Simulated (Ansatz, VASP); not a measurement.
# One calculation of PbSe, two programs

```xyz
2
Lattice="0.0000 3.2348 3.2348 3.2348 0.0000 3.2348 3.2348 3.2348 0.0000" Properties=species:S:1:pos:R:3 pbc="T T T"
Pb    0.0000    0.0000    0.0000
Se    3.2348    3.2348    3.2348
```

Change from the starting cell: hydrostatic strain +4.7%.

Alike in both runs: task single point; functional r2SCAN; k mesh 8 × 8 × 8; no spin polarisation.

|  | VASP | Ansatz |
| --- | --- | --- |
| version | VASP 6.6.1 | Ansatz 0.2.0 |
| potentials or method | VASP PAW PBE potentials, release 64 (Pb_d, Se) | plane waves, PAW |
| plane-wave cutoff (eV) | 520 | 500 |
| occupations | gaussian, width 0.01 eV | fixed |
| valence electrons in the cell | 20 | 30 |

VASP gave:

| Item | Value |
| --- | --- |
| gap on the k mesh at the Fermi level (eV) | 1.02 |
| pressure (GPa) | -5.3 |

Problem. What did Ansatz give for the same quantities?

Solution. gap on the k mesh at the Fermi level (eV): 1.02; pressure (GPa): -5.2.

VASP's potentials were made for PBE, not for r2SCAN. VASP's potentials hold 20 valence electrons a cell and Ansatz's 30, so a difference there can come from the potentials and not from the codes.

Spin-orbit coupling is off throughout.
